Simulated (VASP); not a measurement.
Input of a VASP 6.6.1 run:

The input INCAR:

```
SYSTEM = Zn
PREC = Accurate ; ENCUT = 520
EDIFF = 1E-6 ; ISMEAR = -1
SIGMA = 0.05 ; LREAL = .False.
LASPH = .True. ; NELM = 100
ALGO = Fast ; ISIF = 2
LWAVE = .False. ; LCHARG = .True.
GGA = CA ; LELF = .True.
LVHAR = .True. ; NBANDS = 12
```

Contents of KPOINTS:

```
regular mesh
0
Gamma
  12 12 12
  0 0 0
```

POSCAR

```
Zn
1.0
   -1.5690370000      1.5690370000      1.5690370000
    1.5690370000     -1.5690370000      1.5690370000
    1.5690370000      1.5690370000     -1.5690370000
Zn
1
Direct
    0.0000000000      0.0000000000      0.0000000000
```

Potentials or basis: VASP PAW LDA potentials, release 64 (Zn).

Run with:

```bash
$ cat potpaw_LDA.64/Zn/POTCAR > POTCAR
$ mpirun -np 1 vasp_std > vasp.out
```

Question: Estimate the pressure.

Answer: -7.9 GPa.

Question: Estimate the band gap on the k mesh.

Answer: Zero (band 6 reaches 6.98 eV, above the bottom of band 7 at 1.80 eV).
